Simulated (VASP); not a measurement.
The system is TaSn.

```
Ta Sn
1.0
     3.23502    0.00000    0.00000
     0.00000    3.23502    0.00000
     0.00000    0.00000    4.24018
Ta Sn
1 1
Cartesian
  1.6175 1.6175 2.1201
  0.0000 0.0000 0.0000
```

| Item | Value |
| --- | --- |
| Program | VASP 6.6.1 |
| Task | relaxation of cell and atoms |
| Functional | r2SCAN |
| Potentials or basis | VASP PAW PBE potentials, release 64 (Ta_pv, Sn_d) |
| Cutoff | 600 eV |
| k mesh | 6 × 6 × 4 |
| Occupations | gaussian, width 0.1 eV |
| Spin | no spin polarisation |

At the start: pressure -12.7 GPa; volume 22.19 Å³/atom.

Q: Where does the relaxation end?

A: Over 14 steps the energy falls by 125.9 meV/atom and the volume is 19.65 Å³/atom (-11.4 %); space group P4/mmm (No. 123, to 0.1 Å) before and after.

The path:
```csv
step,energy change (eV),largest force (eV/Å),pressure (GPa),volume (Å³)
1,0.0000,0.0000,-12.70,44.37
2,0.2175,0.0000,29.86,34.01
3,-0.2215,0.0000,-0.42,39.62
4,-0.2218,0.0000,0.13,39.47
5,-0.2218,0.0000,0.47,39.37
6,-0.2389,0.0000,0.68,39.29
7,-0.2477,0.0000,0.74,39.18
8,-0.2467,0.0000,1.43,38.93
9,-0.2500,0.0000,0.87,39.11
10,-0.2507,0.0000,1.06,39.02
11,-0.2509,0.0000,0.99,39.05
12,-0.2509,0.0000,0.99,39.04
13,-0.2476,0.0000,-2.14,39.90
14,-0.2517,0.0000,0.02,39.31
```

Final structure:
```
Ta Sn
1.0
     3.20288    0.00000    0.00000
     0.00000    3.20288    0.00000
     0.00000    0.00000    3.83151
Ta Sn
1 1
Cartesian
  1.6014 1.6014 1.9158
  3.2029 0.0000 0.0000
```

Caveat: the k points lie up to 0.41 Å⁻¹ apart in the final cell, too coarse for converged energies and pressures of a metal; the PAW data sets were made with another functional, which shifts forces and pressure a little.
